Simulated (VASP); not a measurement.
The system is Co.

```
Co
1.0
     2.38799    0.00000    0.00000
    -1.19399    2.06806    0.00000
     0.00000    0.00000    2.23127
Co
1
Cartesian
  0.0000 0.0000 0.0000
```

This isn't the form of Co at room conditions, which is hcp.

| Property | Result |
| --- | --- |
| Program | VASP 6.6.1 |
| Task | relaxation of cell and atoms |
| Functional | PBEsol |
| Potentials or basis | VASP PAW PBE potentials, release 64 (Co) |
| Cutoff | 600 eV |
| k mesh | 9 × 9 × 8 |
| Occupations | gaussian, width 0.1 eV |
| Spin | collinear spin, ferromagnetic start |
| Starting moments | [1.74] μB |

At the start: pressure 4.2 GPa; volume 11.02 Å³/atom.

Question: Where does the relaxation end?

Answer: Over 3 steps the energy falls by 2.9 meV/atom and the volume is 11.25 Å³/atom (+2.1 %); space group P6/mmm (No. 191, to 0.1 Å) before and after; moment 1.61 μB per cell.

The path:
| step | energy change (eV) | largest force (eV/Å) | pressure (GPa) | volume (Å³) |
| --- | --- | --- | --- | --- |
| 1 | 0.0000 | 0.0000 | 4.16 | 11.02 |
| 2 | -0.0006 | 0.0000 | -3.15 | 11.48 |
| 3 | -0.0029 | 0.0000 | 0.02 | 11.25 |

Final structure:
```
Co
1.0
     2.40466    0.00000    0.00000
    -1.20233    2.08249    0.00000
     0.00000    0.00000    2.24753
Co
1
Direct
  0.00000 0.00000 0.00000
```

Caveat: the PAW data sets were made with another functional, which shifts forces and pressure a little.
